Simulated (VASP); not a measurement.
# LiP16 (a cell with a defect) in VASP: notebook, part 2 of 2

VASP 6.6.1.

### Step 4. Single point, LDA, collinear spin, zero start

INCAR reads:

```
SYSTEM = LiP16
ALGO = Normal ; EDIFF = 1E-6
ENCUT = 520 ; ISIF = 2
ISMEAR = -1 ; ISPIN = 2
LASPH = .True. ; LCHARG = .True.
LELF = .True. ; LORBIT = 11
LREAL = Auto ; LVHAR = .True.
LWAVE = .False. ; MAGMOM = 0 0 0 0 0 0 0 0 0 0 0 0 0 0 0 0 0
NBANDS = 60 ; NELM = 150
PREC = Accurate ; SIGMA = 0.05
```

KPOINTS reads:

```
k-points
0
Gamma
  2 2 2
  0 0 0
```

POSCAR reads:

```
LiP16
1.0
    1.6560500000      5.2040000000      4.3500000000
    1.6560500000     -5.2040000000      4.3500000000
    6.6242000000      0.0000000000      0.0000000000
P Li
16 1
Direct
    0.6602018297      0.4212204692      0.2194705175
    0.1719098008      0.4249147969      0.0782489395
    0.8646268119      0.0572945674      0.0076764137
    0.2811094640      0.1359342142      0.1339112371
    0.6407195212      0.4331069155      0.7270990805
    0.1884667117      0.3871498400      0.6058159792
    0.8304161610      0.0690210803      0.5301453695
    0.3182127896      0.1054800840      0.6388923065
    0.1258026637      0.9633145776      0.4734456074
    0.7129384273      0.8848896187      0.3434760219
    0.3621184694      0.5263171627      0.2689387656
    0.8237536135      0.5909332830      0.3922204591
    0.1476999426      0.9319874137      0.9736174562
    0.6750727937      0.8807874362      0.8635803065
    0.3663684585      0.5788117714      0.7474338456
    0.8165360666      0.6049901403      0.8856516296
    0.4110839289      0.8547328528      0.2600859151
```

Potentials or basis: VASP PAW LDA potentials, release 64 (P, Li_sv).

The run is started by

```console
$ cat potpaw_LDA.64/P/POTCAR potpaw_LDA.64/Li_sv/POTCAR > POTCAR
$ mpirun -np 1 vasp_std > vasp.out
```

OUTCAR:

```text
SYSTEM = LiP16
   EDIFF = 1E-6
   ENCUT = 520
   ISIF = 2
   ISMEAR = -1
   ISPIN = 2
   LASPH = .True.
   LORBIT = 11
   LREAL = Auto
   NELM = 150
   PREC = Accurate

 ion  position               nearest neighbor table
   1  0.660  0.421  0.219-  16 2.22  12 2.23  11 2.26
   2  0.172  0.425  0.078-  11 2.21   4 2.22  15 2.22
   3  0.865  0.057  0.008-  10 2.20  14 2.23  13 2.23
   4  0.281  0.136  0.134-   2 2.22  13 2.22   9 2.23  17 2.31
   5  0.641  0.433  0.727-  16 2.22  12 2.23  15 2.26
   6  0.188  0.387  0.606-  11 2.20  15 2.23   8 2.24
   7  0.830  0.069  0.530-  10 2.20  14 2.23   9 2.25
   8  0.318  0.105  0.639-   9 2.22  13 2.23   6 2.24
   9  0.126  0.963  0.473-   8 2.22   4 2.23   7 2.25  17 2.46
  10  0.713  0.885  0.343-   3 2.20   7 2.20  12 2.25  17 2.30
  11  0.362  0.526  0.269-   6 2.20   2 2.21   1 2.26  17 2.27
  12  0.824  0.591  0.392-   5 2.23   1 2.23  10 2.25
  13  0.148  0.932  0.974-   4 2.22   8 2.23   3 2.23
  14  0.675  0.881  0.864-   7 2.23   3 2.23  16 2.25  17 2.78
  15  0.366  0.579  0.747-   2 2.22   6 2.23   5 2.26
  16  0.817  0.605  0.886-   1 2.22   5 2.22  14 2.25
  17  0.411  0.855  0.260-  11 2.27  10 2.30   4 2.31   9 2.46  14 2.78

  LATTYP: Found a base centered monoclinic cell.
 ALAT       =     9.3091356425
 B/A-ratio  =     1.1180415024
 C/A-ratio  =     0.7115805650
 COS(beta)  =    -0.3557902825

  Lattice vectors:

 A1 = (  -1.6560500000,  -5.2040000000,  -4.3500000000)
 A2 = (  -1.6560500000,   5.2040000000,  -4.3500000000)
 A3 = (   6.6242000000,   0.0000000000,   0.0000000000)

Analysis of symmetry for initial positions (statically):
=====================================================================
 Subroutine PRICEL returns:
 Original cell was already a primitive cell.

 Routine SETGRP: Setting up the symmetry group for a
 base centered monoclinic supercell.

 Subroutine GETGRP returns: Found  1 space group operations
 (whereof  1 operations were pure point group operations)
 out of a pool of  4 trial point group operations.
[... 647 lines left out ...]
     53      10.1440      0.00000
 Fermi energy:         7.3422610901

 spin component 2

 k-point     1 :       0.0000    0.0000    0.0000
  band No.  band energies     occupation
      1     -38.1465      1.00000
      2      -8.9668      1.00000
      3      -7.5106      1.00000
      4      -7.4316      1.00000
      5      -5.9581      1.00000
      6      -5.8682      1.00000
[... 437 lines left out ...]
     52      10.0704      0.00000
     53      10.1440      0.00000
 [bands above 53 left out]

------------------------ aborting loop because EDIFF is reached ----------------------------------------

  FORCE on cell =-STRESS in cart. coord.  units (eV):
  Direction    XX          YY          ZZ          XY          YZ          ZX
  --------------------------------------------------------------------------------------
  -------------------------------------------------------------------------------------
  Total       -1.2988310      4.0686148     -2.4904185      0.2928448     -0.5067515      0.7519945
  in kB       -6.9386225     21.7353772    -13.3043279      1.5644371     -2.7071706      4.0173095
  external PRESSURE =       0.4974756 kB  Pullay stress =       0.0000000 kB

 VOLUME and BASIS-vectors are now :
 -----------------------------------------------------------------------------
  energy-cutoff  :      520.00
  volume of cell :      299.91
      direct lattice vectors                 reciprocal lattice vectors
     1.656050000  5.204000000  4.350000000     0.000000000  0.096079939  0.114942529
     1.656050000 -5.204000000  4.350000000     0.000000000 -0.096079939  0.114942529
     6.624200000  0.000000000  0.000000000     0.150961626  0.000000000 -0.057471264

 POSITION                                       TOTAL-FORCE (eV/Angst)
 -----------------------------------------------------------------------------------
      3.24471      1.24366      4.70419         0.008557     -0.027955      0.015587
      1.50671     -1.31664      2.59619         0.014387      0.038123      0.026900
      1.57760      4.20136      4.01036         0.023763      0.022518     -0.035203
      1.57770      0.75549      1.81414         0.002876     -0.033946     -0.048501
      6.59476      1.08042      4.67114         0.000108     -0.023966      0.032050
      4.96630     -1.03395      2.50393        -0.012254      0.030323      0.020255
[... 9 lines left out ...]
      8.22085      1.10089      6.18364         0.006527     -0.025764     -0.039170
      3.81912     -2.30875      5.50630        -0.097082     -0.011339      0.055678
 -----------------------------------------------------------------------------------
    total drift:                               -0.002798     -0.004798      0.005108

  FREE ENERGIE OF THE ION-ELECTRON SYSTEM (eV)
  ---------------------------------------------------
  free  energy   TOTEN  =       -98.2785031750 eV

  energy  without entropy=      -98.2221201803  energy(sigma->0) =      -98.25031168

 total charge

# of ion       s       p       d       tot
------------------------------------------
    1        1.092   1.364   0.000   2.456
    2        1.097   1.361   0.000   2.458
    3        1.091   1.374   0.000   2.465
    4        1.073   1.429   0.000   2.502
    5        1.085   1.375   0.000   2.461
    6        1.090   1.373   0.000   2.463
[... 9 lines left out ...]
   16        1.085   1.377   0.000   2.462
   17        2.036   0.109   0.000   2.145
--------------------------------------------------
tot         19.366  22.342   0.000  41.708

 magnetization (x)

# of ion       s       p       d       tot
------------------------------------------
    1       -0.000   0.000   0.000   0.000
    2        0.000   0.000   0.000   0.000
    3        0.000   0.000   0.000   0.000
    4       -0.000  -0.000   0.000  -0.000
    5       -0.000  -0.000   0.000  -0.000
    6       -0.000  -0.000   0.000  -0.000
[... 9 lines left out ...]
   16        0.000   0.000   0.000   0.000
   17        0.000  -0.000   0.000  -0.000
--------------------------------------------------
tot          0.000  -0.000   0.000  -0.000
```

OSZICAR:

```text
N       E                     dE             d eps       ncg     rms          rms(c)
DAV:   1     0.324121457907E+03    0.32412E+03   -0.34077E+04  1920   0.121E+03
DAV:   2    -0.660142567012E+02   -0.39014E+03   -0.36848E+03  2332   0.214E+02
DAV:   3    -0.979249437756E+02   -0.31911E+02   -0.31228E+02  2704   0.568E+01
DAV:   4    -0.997176344118E+02   -0.17927E+01   -0.17761E+01  3208   0.116E+01
DAV:   5    -0.997882787710E+02   -0.70644E-01   -0.70602E-01  2600   0.177E+00    0.213E+01
DAV:   6    -0.985905756205E+02    0.11977E+01   -0.13436E+00  2400   0.408E+00    0.127E+01
DAV:   7    -0.982919917005E+02    0.29858E+00   -0.13127E+00  2408   0.325E+00    0.198E+00
DAV:   8    -0.982797278786E+02    0.12264E-01   -0.15696E-01  2424   0.138E+00    0.842E-01
DAV:   9    -0.982788767701E+02    0.85111E-03   -0.18407E-02  2424   0.417E-01    0.367E-01
DAV:  10    -0.982785300821E+02    0.34669E-03   -0.17571E-03  2448   0.136E-01    0.177E-01
DAV:  11    -0.982785026709E+02    0.27411E-04   -0.29493E-04  2504   0.566E-02    0.710E-02
DAV:  12    -0.982785043210E+02   -0.16501E-05   -0.48785E-05  2560   0.217E-02    0.336E-02
DAV:  13    -0.982785028752E+02    0.14458E-05   -0.61372E-06  2368   0.802E-03    0.178E-02
DAV:  14    -0.982785031750E+02   -0.29988E-06   -0.21403E-06  1384   0.512E-03
   1 F= -.98278503E+02 E0= -.98250312E+02  d E =-.563830E-01  mag=    -0.0000
```

It took 10 min on 1 thread of Intel Xeon 8259CL, shared host; peak memory 0.4 GiB.

Results:

| Property | Result |
| --- | --- |
| Free energy | -98.2785 eV |
| Largest force | 0.112 eV/Å |
| Net moment | 0.00 μB per cell |
| Valence electrons inside the program's atomic spheres | P 2.46, 2.50, 2.47, 2.48, 2.51, 2.52 (each value once); Li 2.15 |

Forces in eV/Å, atoms in the order of the input:
```
P    0.009 -0.028  0.016
P    0.014  0.038  0.027
P    0.024  0.023 -0.035
P    0.003 -0.034 -0.049
P    0.000 -0.024  0.032
P   -0.012  0.030  0.020
P   -0.005  0.041 -0.015
P    0.006 -0.027 -0.020
P    0.018  0.003  0.010
P    0.028  0.022  0.015
P    0.003 -0.002 -0.023
P    0.009 -0.020 -0.030
P   -0.007 -0.035  0.031
P   -0.005  0.028  0.039
P    0.005  0.021 -0.033
P    0.007 -0.026 -0.039
Li  -0.097 -0.011  0.056
```

Levels at points of the mesh, in eV from the Fermi level:
Spin up:
| k point | band 39 | band 40 | band 41 | band 42 | band 43 | band 44 |
| --- | --- | --- | --- | --- | --- | --- |
| (0.00, 0.00, 0.00) | -2.12 | -2.00 | -1.97 | -0.02 | 0.15 | 0.49 |
| (0.50, 0.00, 0.00) | -2.36 | -1.67 | -1.58 | 0.13 | 0.18 | 0.35 |
| (0.00, 0.50, 0.00) | -2.37 | -1.67 | -1.54 | 0.06 | 0.25 | 0.39 |
| (0.50, 0.50, 0.00) | -1.74 | -1.67 | -0.60 | -0.36 | -0.03 | 0.28 |
| (0.00, 0.00, 0.50) | -1.98 | -1.78 | -1.74 | 0.37 | 0.53 | 0.53 |
| (0.50, 0.00, 0.50) | -2.33 | -1.78 | -1.71 | -0.02 | 0.21 | 0.97 |
| (0.00, 0.50, 0.50) | -2.33 | -1.79 | -1.67 | -0.02 | 0.20 | 0.92 |
| (0.50, 0.50, 0.50) | -2.01 | -1.81 | -1.52 | 0.13 | 0.17 | 0.20 |
Spin down:
| k point | band 39 | band 40 | band 41 | band 42 | band 43 | band 44 |
| --- | --- | --- | --- | --- | --- | --- |
| (0.00, 0.00, 0.00) | -2.12 | -2.00 | -1.97 | -0.02 | 0.15 | 0.49 |
| (0.50, 0.00, 0.00) | -2.36 | -1.67 | -1.58 | 0.13 | 0.18 | 0.35 |
| (0.00, 0.50, 0.00) | -2.37 | -1.67 | -1.54 | 0.06 | 0.25 | 0.39 |
| (0.50, 0.50, 0.00) | -1.74 | -1.67 | -0.60 | -0.36 | -0.03 | 0.28 |
| (0.00, 0.00, 0.50) | -1.98 | -1.78 | -1.74 | 0.37 | 0.53 | 0.53 |
| (0.50, 0.00, 0.50) | -2.33 | -1.78 | -1.71 | -0.02 | 0.21 | 0.97 |
| (0.00, 0.50, 0.50) | -2.33 | -1.79 | -1.67 | -0.02 | 0.20 | 0.92 |
| (0.50, 0.50, 0.50) | -2.01 | -1.81 | -1.52 | 0.13 | 0.17 | 0.20 |

Caveat: the k points lie up to 0.51 Å⁻¹ apart; the cutoff is under 1.25 times the usual one of these potentials, so pressure, stress and relaxed cells hold a basis-set (Pulay) error; no moment was typed at the start, so none could form.

### Step 5. Overview

```tsv
spin	cell	gap on the mesh (eV)	moment (μB)	largest force (eV/Å)
collinear	as given, atomic positions A	none	0.00	0.05
collinear	as given, atomic positions B	none	0.00	0.06
collinear, zero start	as given, atomic positions C	none	0.00	0.11
```

Alike in all rows: task single point; level LDA; potentials or basis VASP PAW LDA potentials, release 64 (P, Li_sv); k mesh 2 × 2 × 2; cutoff (eV) 520; smearing fermi-dirac 0.05 eV.

Caveats: all runs use coarse meshes; the cutoff is under 1.25 times the usual one of these potentials, so pressure, stress and relaxed cells hold a basis-set (Pulay) error; no moment was typed at the start, so none could form (at least some runs).

Total energies depend on the potentials used, so only differences within one code and one set of settings carry meaning.
